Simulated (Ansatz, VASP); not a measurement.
## RbBr: VASP beside Ansatz

```
Rb Br
1.0
     0.00000    3.40009    3.40009
     3.40009    0.00000    3.40009
     3.40009    3.40009    0.00000
Rb Br
1 1
Direct
  0.00000 0.00000 0.00000
  0.50000 0.50000 0.50000
```

Alike in both runs: task single point; functional PBE; k mesh 6 × 6 × 6; occupations gaussian, width 0.02 eV; no spin polarisation.

|  | VASP | Ansatz |
| --- | --- | --- |
| version | VASP 6.6.1 | Ansatz 0.2.0 |
| potentials or method | VASP PAW PBE potentials, release 64 (Rb_sv, Br), cutoff 520 eV | scalar-relativistic, plane waves, PAW |
| valence electrons in the cell | 16 | 16 |

```csv
,VASP,Ansatz,Ansatz less VASP
gap on the k mesh at the Fermi level (eV),4.42,4.43,+0.003
least direct gap on the mesh (eV),4.42,4.43,+0.003
pressure (GPa),1.4,1.4,-0.03
```
